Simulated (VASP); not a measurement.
Write the native input for VASP 6.6.1 that does the following.

| Quantity | Value |
| --- | --- |
| Task | single point |
| Functional | PBE |
| Potentials or basis | VASP PAW PBE potentials, release 64 (Ba_sv, Te, As) |
| Cutoff | 520 eV |
| k mesh | 12 × 12 × 8 |
| Occupations | gaussian, width 0.1 eV |
| Spin | no spin polarisation |
| Dipole correction | no |
| Further INCAR settings | ALGO = Normal; EDIFF = 1e-07; NBANDS = 24 |

The structure of Ba2TeAs lies in POSCAR:

```
Ba2TeAs
1.0
    5.8518400838      0.0000000000      0.0000000000
   -2.9259200419      5.0678421715      0.0000000000
    0.0000000000      0.0000000000      6.7973663153
Ba Te As
2 1 1
Direct
    0.0000000000      0.0000000000      0.0000000000
    0.3333333333      0.6666666667      0.5000000000
    0.3333333333      0.6666666667      0.0000000000
    0.0000000000      0.0000000000      0.5000000000
```

The input as run:

INCAR

```
SYSTEM = Ba2TeAs
PREC     = Accurate       ! precision mode
ENCUT    = 520            ! plane-wave cutoff, eV
EDIFF    = 1E-7           ! SCF threshold, eV
ISMEAR   = 0              ! smearing method
SIGMA    = 0.1            ! smearing width, eV
LREAL    = .False.        ! projectors in reciprocal space
LASPH    = .True.         ! aspherical terms in the spheres
NELM     = 100            ! most SCF steps
ALGO     = Normal         ! electronic algorithm
ISIF     = 2              ! what is computed and relaxed
LWAVE    = .False.        ! write WAVECAR
LCHARG   = .True.         ! write CHGCAR
GGA      = PE             ! functional
LELF     = .True.         ! ELF
LVHAR    = .True.       
NBANDS   = 24             ! bands
```

KPOINTS

```
Automatic mesh
0
Gamma
  12 12 8
  0 0 0
```

Potentials or basis: VASP PAW PBE potentials, release 64 (Ba_sv, Te, As).

Launch:

```bash
$ cat potpaw_PBE.64/Ba_sv/POTCAR potpaw_PBE.64/Te/POTCAR potpaw_PBE.64/As/POTCAR > POTCAR
$ mpirun -np 1 vasp_std > vasp.out
```

Results of the run:

```json
{"Pressure": "0.2 GPa", "Band gap on the k mesh": "zero (an odd number of electrons rules out a gap without spin polarisation)"}
```

Caveat: spin-orbit coupling is left out, which moves the levels of the heavy elements.

Wall time 10 min on 1 thread of Intel(R) Xeon(R) Platinum 8259CL CPU @ 2.50GHz (Skylake/Cascade Lake), with other jobs on the host, peak memory 0.69 GiB.
